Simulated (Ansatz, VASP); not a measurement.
C: VASP beside Ansatz

```
C
1.0
     2.46565    0.00000    0.00000
    -1.23283    2.13532    0.00000
     0.00000    0.00000   17.50007
C
4
Direct
  0.66667 0.33333 0.25714
  0.33333 0.66667 0.25714
  0.83333 0.66667 0.42915
  0.50000 0.00000 0.42914
```

Alike in both runs: task single point; functional PBE; dispersion D3(BJ); k mesh 15 × 15 × 1; occupations gaussian, width 0.1 eV; no spin polarisation.

|  | VASP | Ansatz |
| --- | --- | --- |
| version | VASP 6.6.1 | Ansatz 0.2.0 |
| potentials or method | VASP PAW PBE potentials, release 64 (C), cutoff 520 eV | scalar-relativistic, plane waves, PAW |
| valence electrons in the cell | 16 | 16 |

|  | VASP | Ansatz | Ansatz less VASP |
| --- | --- | --- | --- |
| gap on the k mesh at the Fermi level (eV) | 0.80 | 0.80 | -0.001 |
| least direct gap on the mesh (eV) | 0.80 | 0.80 | -0.001 |
| rms of the force components (eV/Å) | 0.107 | 0.107 | -0.0001 |

Atom by atom the forces differ by 0.000 eV/Å (rms over components).
